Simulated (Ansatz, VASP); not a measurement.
## One calculation of KLiF2, two programs

INCAR

```
PREC = Accurate ; ENCUT = 520
EDIFF = 1E-7 ; ISMEAR = 0
SIGMA = 0.01 ; LREAL = False
LASPH = True ; NELM = 60
ALGO = Normal ; ISIF = 2
LWAVE = False ; LCHARG = True
LELF = True ; LVHAR = True
NBANDS = 21
```

Contents of KPOINTS:

```
Automatic mesh
0
Gamma
  4 4 4
```

Contents of POSCAR:

```
KLiF2
1.0
    1.6223039207      0.9366376053      5.6488965173
   -1.6223039207      0.9366376053      5.6488965173
    0.0000000000     -1.8732752107      5.6488965173
Li K F
1 1 2
Direct
    1.0000000000      0.0000000000      0.0000000000
    0.5000000000      0.5000000000      0.5000000000
    0.2689466833      0.2689466833      0.2689466833
    0.7310533167      0.7310533167      0.7310533167
```

Input for Ansatz:

```yaml
crystal:
  lattice:
    - [1.6223039207, 0.9366376053, 5.6488965173]
    - [-1.6223039207, 0.9366376053, 5.6488965173]
    - [0.0, -1.8732752107, 5.6488965173]
  atoms:
    - { symbol: Li, position: [1.0, 0.0, 0.0] }
    - { symbol: K, position: [0.5, 0.5, 0.5] }
    - { symbol: F, position: [0.2689466833, 0.2689466833, 0.2689466833] }
    - { symbol: F, position: [0.7310533167, 0.7310533167, 0.7310533167] }
kpoints:
  mp_grid: { grid: [4, 4, 4] }
hamiltonian:
  xc: lda
scf:
  occupations: { method: fixed }
output:
  optics:
    e_range: [0, 15]
    de: 0.2
    sigma: 0.4
    scissors: 1.5
    scheme: gaussian
    bands: { spectra_wanted_up_to: 15 }
  write_density: true
  write_potential: true
  elf: true
  volumetric_format: npy
```

Alike in both runs: task single point; functional LDA; k mesh 4 × 4 × 4; no spin polarisation.

|  | VASP | Ansatz |
| --- | --- | --- |
| version | VASP 6.6.1 | Ansatz 0.2.0 |
| potentials or method | VASP PAW LDA potentials, release 64 (Li_sv, K_sv, F) | plane waves, PAW |
| plane-wave cutoff (eV) | 520 | 420 |
| occupations | gaussian, width 0.01 eV | fixed |
| valence electrons in the cell | 26 | 26 |

|  | VASP | Ansatz | Ansatz less VASP |
| --- | --- | --- | --- |
| gap on the k mesh at the Fermi level (eV) | 6.34 | 6.36 | +0.018 |

LDA's correlation is that of Perdew and Zunger in VASP and of Perdew and Wang (1992) in Ansatz.

The k mesh is coarse, so the values compare programs but aren't converged. Noted on VASP's run: the cutoff is short for stress, so the pressure is rough.
